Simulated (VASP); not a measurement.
# W (Im-3m) in VASP: further runs

Runs on W. Level: PBE+D3(BJ). Tasks: single point.

Everything below comes from runs of VASP 6.6.1. Logs are shortened: lines on timing, memory, paths and dates and some standing lists are left out, and cuts for length are marked.

### Step 1. The cell of the first run

It takes space group Im-3m (No. 229, cubic). The conventional cell has a = 3.100 Å, b = 3.100 Å, c = 3.100 Å, α = 90.00°, β = 90.00°, γ = 90.00°. Within 3.5 Å of W (site symmetry m-3m) lie 14 W at 2.68 to 3.10 Å.

### Step 2. Single point, PBE+D3(BJ)

File INCAR:

```
PREC = Accurate
ENCUT = 520
EDIFF = 1E-6
ISMEAR = 1
SIGMA = 0.1
LREAL = F
LASPH = T
NELM = 80
ALGO = Normal
ISIF = 2
LWAVE = F
LCHARG = T
GGA = PE
IVDW = 12
LELF = T
LVHAR = T
NBANDS = 13
```

File KPOINTS:

```
Automatic mesh
0
Gamma
  13 13 13
```

File POSCAR:

```
W
1.0
   -1.5500431812      1.5500431812      1.5500431812
    1.5500431812     -1.5500431812      1.5500431812
    1.5500431812      1.5500431812     -1.5500431812
W
1
Direct
    0.0000000000      0.0000000000      0.0000000000
```

Potentials or basis: VASP PAW PBE potentials, release 64 (W_sv).

Command:

```sh
$ cat potpaw_PBE.64/W_sv/POTCAR > POTCAR
$ mpirun -np 1 vasp_std > vasp.out
```

OUTCAR:

```text
PREC = Accurate
   ENCUT = 520
   EDIFF = 1E-6
   ISMEAR = 1
   LREAL = F
   LASPH = T
   NELM = 80
   ISIF = 2
   GGA = PE
   IVDW = 12
 IVDW          = 12

 ion  position               nearest neighbor table
   1  0.000  0.000  0.000-

  LATTYP: Found a body centered cubic cell.
 ALAT       =     3.1000863624

  Lattice vectors:

 A1 = (  -1.5500431812,   1.5500431812,   1.5500431812)
 A2 = (   1.5500431812,  -1.5500431812,   1.5500431812)
 A3 = (   1.5500431812,   1.5500431812,  -1.5500431812)

Analysis of symmetry for initial positions (statically):
=====================================================================
 Subroutine PRICEL returns:
 Original cell was already a primitive cell.

 Routine SETGRP: Setting up the symmetry group for a
 body centered cubic supercell.

 Subroutine GETGRP returns: Found 48 space group operations
 (whereof 48 operations were pure point group operations)
 out of a pool of 48 trial point group operations.

The static configuration has the point symmetry O_h .

Analysis of symmetry for dynamics (positions and initial velocities):
=====================================================================
 Subroutine PRICEL returns:
 Original cell was already a primitive cell.

 Routine SETGRP: Setting up the symmetry group for a
 body centered cubic supercell.

 Subroutine GETGRP returns: Found 48 space group operations
 (whereof 48 operations were pure point group operations)
 out of a pool of 48 trial point group operations.

The dynamic configuration has the point symmetry O_h .

 Subroutine INISYM returns: Found 48 space group operations
 (whereof 48 operations are pure point group operations),
 and found     1 'primitive' translations

----------------------------------------------------------------------------------------

                                     Primitive cell

  volume of cell :      14.8967

  direct lattice vectors                    reciprocal lattice vectors
    -1.550043181  1.550043181  1.550043181     0.000000000  0.322571659  0.322571659
     1.550043181 -1.550043181  1.550043181     0.322571659  0.000000000  0.322571659
     1.550043181  1.550043181 -1.550043181     0.322571659  0.322571659  0.000000000

  length of vectors
     2.684753544  2.684753544  2.684753544     0.456185215  0.456185215  0.456185215

  position of ions in fractional coordinates (direct lattice)
     0.000000000  0.000000000  0.000000000

  ion indices of the primitive-cell ions
   primitive index   ion index
                 1           1

[... 79 lines left out ...]
   POTIM  = 0.5000    time-step for ionic-motion
   TEBEG  =    0.0;   TEEND  =   0.0 temperature during run
   PSTRESS=    0.0 pullay stress
   NELECT =      14.0000    total number of electrons
   NUPDOWN=      -1.0000    fix difference up-down
   EMIN   =  10.00;   EMAX   =-10.00  energy-range for DOS
   EFERMI =   0.00;   METHOD = LEGACY
   ISMEAR =     1;   SIGMA  =   0.10  broadening in eV -4-tet -1-fermi 0-gaus
   EFERMI_NEDOS =   21; number of points for ismear=-14 and -15
   IALGO  =     38    algorithm
   IMIX   =      4    mixing-type and parameters
     AMIX     =   0.40;   BMIX     =  1.00
     AMIX_MAG =   1.60;   BMIX_MAG =  1.00
  volume/ion in A,a.u.               =      14.90       100.53
  Fermi-wavevector in a.u.,A,eV,Ry     =   1.603567  3.030302 34.986380  2.571426
  Thomas-Fermi vector in A             =   2.700209
   LORBIT       =      0    0 simple, 1 ext, 2 COOP (PROOUT), +10 PAW based schemes
   GGA     = PE    functional components
   LHFCALC =     F    Hartree Fock is set to
   AEXX    =    0.0000 exact exchange contribution
   IVDW    =    12    specifies the selected vdW correction
   LEPSILON=     F    determine dielectric tensor
   LRPA    =     F    only Hartree local field effects (RPA)
 non-spin polarized calculation
 Methfessel and Paxton  Order N= 1 SIGMA  =   0.10
  energy-cutoff  :      520.00
  volume of cell :       14.90
 maximum number of plane-waves:       415
   NGX =  9   NGY =  9   NGZ =  9

 number of electron      13.9999999 magnetization

 Free energy of the ion-electron system (eV)
  ---------------------------------------------------
  ext. energy  EPLUGINS =         0.00000000
  ---------------------------------------------------
  free energy    TOTEN  =       -12.86081176 eV

  energy without entropy =      -12.86085239  energy(sigma->0) =      -12.86082530

 E-fermi :  12.4374     XC(G=0): -13.9968

 val. band max:       12.4254539336   @ k =  -0.4615   0.4615   0.2308
 cond. band min:      12.5603372291   @ k =  -0.1538   0.2308   0.0769
 fundamental gap:      0.1348832954
 Fermi energy:        12.4374139228

 k-point     1 :       0.0000    0.0000    0.0000
  band No.  band energies     occupation
      1     -61.7445      2.00000
      2     -25.2021      2.00000
      3     -25.2021      2.00000
      4     -25.2021      2.00000
      5       2.3896      2.00000
      6      11.0260      2.00000
      7      11.0260      2.00000
      8      11.0260      2.00000
      9      14.7744      0.00000
     10      14.7744      0.00000
     11      27.0189      0.00000
     12      27.0189      0.00000
     13      27.0189      0.00000
[... 354 lines left out ...]
  band No.  band energies     occupation
      1     -61.6169      2.00000
      2     -26.3355      2.00000
      3     -25.5500      2.00000
      4     -25.2916      2.00000
      5       6.1245      2.00000
      6       9.0240      2.00000
      7       9.8310      2.00000
      8      14.5421      0.00000
      9      15.2359      0.00000
     10      16.7254      0.00000
     11      27.1243      0.00000
     12      28.0065      0.00000
     13      31.9165      0.00000

 [... further k-points ...]

------------------------ aborting loop because EDIFF is reached ----------------------------------------

 Edisp (eV)   -0.74128

 E8    (eV) :    -0.3803

  FORCE on cell =-STRESS in cart. coord.  units (eV):
  Direction    XX          YY          ZZ          XY          YZ          ZX
  --------------------------------------------------------------------------------------
  -------------------------------------------------------------------------------------
  Total       1.97528     1.97528     1.97528     0.00000     0.00000    -0.00000
  in kB     212.44520   212.44520   212.44520     0.00000     0.00000    -0.00000
  external pressure =      212.45 kB  Pullay stress =        0.00 kB

 VOLUME and BASIS-vectors are now :
 -----------------------------------------------------------------------------
  energy-cutoff  :      520.00
  volume of cell :       14.90
      direct lattice vectors                 reciprocal lattice vectors
    -1.550043181  1.550043181  1.550043181     0.000000000  0.322571659  0.322571659
     1.550043181 -1.550043181  1.550043181     0.322571659  0.000000000  0.322571659
     1.550043181  1.550043181 -1.550043181     0.322571659  0.322571659  0.000000000

 POSITION                                       TOTAL-FORCE (eV/Angst)
 -----------------------------------------------------------------------------------
      0.00000      0.00000      0.00000         0.000000      0.000000     -0.000000
 -----------------------------------------------------------------------------------
    total drift:                                0.000000      0.000000      0.000000

  FREE ENERGIE OF THE ION-ELECTRON SYSTEM (eV)
  ---------------------------------------------------
  free  energy   TOTEN  =       -13.6020961283 eV

  energy  without entropy=      -13.6021367536  energy(sigma->0) =      -13.60210967
```

stdout:

```text
POSCAR found type information on POSCAR W
 POSCAR found :  1 types and       1 ions
 scaLAPACK will be used
 LDA part: xc-table for (Slater+PW92), standard interpolation
 POSCAR, INCAR and KPOINTS ok, starting setup
 FFT: planning ... GRIDC
 FFT: planning ... GRID_SOFT
 FFT: planning ... GRID
 WAVECAR not read
 entering main loop
```

Run time: 10 s. Hardware: 1 thread of Intel Xeon 6975P-C, shared host; peak memory 0.14 GiB.

Results:

* Free energy: -13.6021 eV
* Pressure: 21.2 GPa
* Band gap on the k mesh: zero (band 7 reaches 17.27 eV, above the bottom of band 8 at 11.03 eV)
* Dispersion energy per atom: -0.741 eV

Caveat: spin-orbit coupling is left out, which moves the levels of the heavy elements; pairwise dispersion overbinds metals, which lowers pressure and volume.

(Continued in part 2 of 2.)
